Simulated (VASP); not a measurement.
Runs of VASP 6.6.1 on In3Sb. The structure is that of space group P4/mmm (No. 123), or close to it. The cells are those of the table. 

```csv
cell,further INCAR settings,gap on the mesh (eV),pressure (GPa)
"a = 4.771, b = 4.771, c = 4.389 Å, 4 atoms",ALGO = Fast; EDIFF = 1e-06; NBANDS = 30,none,-0.1
"a = 4.495, b = 4.495, c = 4.945 Å, 4 atoms",ALGO = Fast; EDIFF = 1e-06; NBANDS = 30,none,0.0
"a = 4.367, b = 4.367, c = 5.240 Å, 4 atoms",ALGO = Fast; EDIFF = 1e-06; NBANDS = 30,none,-0.1
"a = 4.252, b = 4.252, c = 5.527 Å, 4 atoms",ALGO = Fast; EDIFF = 1e-06; NBANDS = 30,none,(a)
"a = 5.357, b = 5.357, c = 3.482 Å, 4 atoms",ALGO = Fast; EDIFF = 1e-07; NBANDS = 30,none,-0.6
"a = 5.041, b = 5.041, c = 3.932 Å, 4 atoms",ALGO = Fast; EDIFF = 1e-06; NBANDS = 30,none,-0.6
"a = 4.054, b = 4.054, c = 6.080 Å, 4 atoms",ALGO = Fast; EDIFF = 1e-06; NBANDS = 30,none,3.3
"a = 4.899, b = 4.899, c = 4.164 Å, 4 atoms",ALGO = Fast; EDIFF = 1e-06; NBANDS = 30,none,-0.3
```

Alike in all rows: task single point; level PBEsol+D3(BJ); potentials or basis VASP PAW PBE potentials, release 64 (In_d, Sb); no spin polarisation; k mesh 12 × 12 × 12; cutoff (eV) 520; smearing gaussian 0.15 eV.

Q: Estimate the missing entries.

A: (a) 0.4.

Caveats: the PAW data sets were made with another functional, which shifts forces and pressure a little; spin-orbit coupling is left out, which moves the levels of the heavy elements; pairwise dispersion overbinds metals, which lowers pressure and volume.

A k mesh can miss the band edges, and the runs leave out spin-orbit coupling on In, Sb.

A gap of «none» marks levels without a gap at the run's occupations.
